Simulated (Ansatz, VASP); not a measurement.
This is a calculation of SnSe2 for Ansatz 0.2.0.

Contents of input.yaml:

```yaml
crystal:
  lattice:
    - [3.8362391461, 0.0, 0.0]
    - [-1.9181195731, 3.3222805555, 0.0]
    - [0.0, 0.0, 6.1766369459]
  atoms:
    - { symbol: Sn, position: [0.0, 0.0, 0.0], spin: 1.0 }
    - { symbol: Se, position: [0.6666666667, 0.3333333333, 0.751] }
    - { symbol: Se, position: [0.3333333333, 0.6666666667, 0.249] }
kpoints:
  mp_grid: { grid: [8, 8, 5] }
scf:
  occupations: { method: tetrahedron }
  lower_state_search: "off"
hamiltonian:
  xc: pbesol
  dispersion: d4
  pseudopotentials: { kind: all_electron, lapw: { basis_error: 0.0005 } }
magnetization:
  spin_polarized: true
  initial_magnetization: 1.0
  spin_locking: { lock_magnetization: hard }
output:
  forces: true
  stress: true
  eigenvalues: true
```

Potentials or basis: all-electron LAPW, scalar-relativistic.

The run is started by

```sh
$ ansatz run input.yaml --threads 2 --pin off --max-ram 6144MiB --backend cpu --events-out ev --progress --plain --runs-dir out
```

Set up the same calculation for VASP 6.6.1. Potentials there: VASP PAW PBE potentials, release 64 (Sn_d, Se).

As run (the cutoff follows the program's own potentials):

Contents of INCAR:

```
SYSTEM = SnSe2
ALGO = Normal
EDIFF = 1E-7
ENCUT = 520
GGA = PS
ISIF = 2
ISMEAR = -5
ISPIN = 2
IVDW = 13
LASPH = .True.
LCHARG = .False.
LORBIT = 11
LREAL = .False.
LWAVE = .False.
MAGMOM = 1 0 0
NBANDS = 24
NELM = 150
NUPDOWN = 1.0
PREC = Accurate
SIGMA = 0.05
```

KPOINTS

```
k-points
0
Gamma
  8 8 5
  0 0 0
```

Contents of POSCAR:

```
SnSe2
1.0
    3.8362391461      0.0000000000      0.0000000000
   -1.9181195731      3.3222805555      0.0000000000
    0.0000000000      0.0000000000      6.1766369459
Sn Se
1 2
Direct
    0.0000000000      0.0000000000      0.0000000000
    0.6666666667      0.3333333333      0.7510000000
    0.3333333333      0.6666666667      0.2490000000
```

Potentials or basis: VASP PAW PBE potentials, release 64 (Sn_d, Se).

Run with:

```sh
$ cat potpaw_PBE.64/Sn_d/POTCAR potpaw_PBE.64/Se/POTCAR > POTCAR
$ mpirun -np 1 vasp_std > vasp.out
```

Both were run:

|  | VASP | Ansatz | Ansatz less VASP |
| --- | --- | --- | --- |
| pressure (GPa) | 2.4 | 2.3 | -0.10 |
| traceless stress, the component that is largest in VASP (GPa) | 0.97 | 0.99 | +0.011 |
| rms of the force components (eV/Å) | 0.493 | 0.484 | -0.0091 |
| size of the moment on the site where the two differ most (μB) | 0.26 | 0.31 | +0.047 |

VASP's potentials were made for PBE, not for PBEsol. Site moments also hang on the region over which each program counts them. Atom by atom the forces differ by 0.009 eV/Å (rms over components). Ansatz ran all-electron here, and VASP with PAW potentials.
